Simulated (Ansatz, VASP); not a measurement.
TiO2 in VASP and in Ansatz

```
Ti O
1.0
     4.45895    0.00000    0.00000
     0.00000    4.45895    0.00000
     0.00000    0.00000    3.01883
Ti O
2 4
Direct
  0.00000 0.00000 0.00000
  0.50000 0.50000 0.50000
  0.30408 0.30408 0.00000
  0.19592 0.80408 0.50000
  0.80408 0.19592 0.50000
  0.69592 0.69592 0.00000
```

Change from the starting cell: epitaxial_xy strain -3.0%.

Alike in both runs: task single point; functional PBE; k mesh 6 × 6 × 8; occupations fermi-dirac, width 0.02 eV; no spin polarisation.

```csv
,VASP,Ansatz
version,VASP 6.6.1,Ansatz 0.2.0
potentials or method,"VASP PAW PBE potentials, release 64 (Ti_sv, O)","plane waves, PAW"
plane-wave cutoff (eV),520,420
valence electrons in the cell,48,48
```

|  | VASP | Ansatz | Ansatz less VASP |
| --- | --- | --- | --- |
| gap on the k mesh at the Fermi level (eV) | 1.89 | 1.92 | +0.033 |
| pressure (GPa) | 14.4 | 13.6 | -0.75 |
| traceless stress, the component that is largest in VASP (GPa) | -8.00 | -8.13 | -0.132 |
| rms of the force components (eV/Å) | 0.018 | 0.014 | -0.0040 |

Atom by atom the forces differ by 0.004 eV/Å (rms over components). With one functional, cell and mesh, what is left measures potentials, basis and numerics.
